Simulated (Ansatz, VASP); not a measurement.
## BaTe: VASP beside Ansatz

```xyz
2
Lattice="4.3281 0.0000 0.0000 0.0000 4.3281 0.0000 0.0000 0.0000 4.3281" Properties=species:S:1:pos:R:3 pbc="T T T"
Ba    0.0000    0.0000    0.0000
Te    2.1640    2.1640    2.1640
```

Alike in both runs: task single point; functional r2SCAN; k mesh 6 × 6 × 6; no spin polarisation.

|  | VASP | Ansatz |
| --- | --- | --- |
| version | VASP 6.6.1 | Ansatz 0.2.0 |
| potentials or method | VASP PAW PBE potentials, release 64 (Ba_sv, Te) | plane waves, PAW |
| plane-wave cutoff (eV) | 520 | 500 |
| occupations | gaussian, width 0.01 eV | fixed |
| valence electrons in the cell | 16 | 26 |

```csv
,VASP,Ansatz,Ansatz less VASP
gap on the k mesh at the Fermi level (eV),1.23,1.31,+0.082
pressure (GPa),-1.4,-1.8,-0.38
```

VASP's potentials were made for PBE, not for r2SCAN. VASP's potentials hold 16 valence electrons a cell and Ansatz's 26, so a difference there can come from the potentials and not from the codes.

Spin-orbit coupling is off throughout.
